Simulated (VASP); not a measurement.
Rh: single point with PBEsol

Rh:

```
Rh
1.0
     2.69458    0.00000    0.00000
    -1.34729    2.33358    0.00000
     0.00000    0.00000    4.37479
Rh
2
Direct
  0.66667 0.33333 0.75000
  0.33333 0.66667 0.25000
```

This isn't the form of Rh at room conditions, which is fcc.

```yaml
Program: VASP 6.6.1
Task: single point
Functional: PBEsol
Potentials_or_basis: VASP PAW PBE potentials, release 64 (Rh_pv)
Cutoff: 500 eV
k_mesh: 9 × 9 × 5
Occupations: gaussian, width 0.05 eV
Spin: no spin polarisation
Dipole_correction: no
Further_INCAR_settings: ALGO = Normal; EDIFF = 1e-06; NBANDS = 22
```

- Pressure: -4.2 GPa
- Band gap on the k mesh: zero (bands 15 and 16 overlap by 2.11 eV)

Levels at points of the mesh, in eV from the Fermi level:
```
           k point  band 13  band 14  band 15  band 16  band 17  band 18
(0.00, 0.00, 0.00)    -2.50    -1.87    -1.87     0.16     0.16     0.62
```

It took 6.4 s on 1 thread of Intel(R) Xeon(R) 6975P-C (Granite Rapids), on a shared host, peak memory 0.14 GiB.

Caveat: the cell stands under tension; the PAW data sets were made with another functional, which shifts forces and pressure a little.
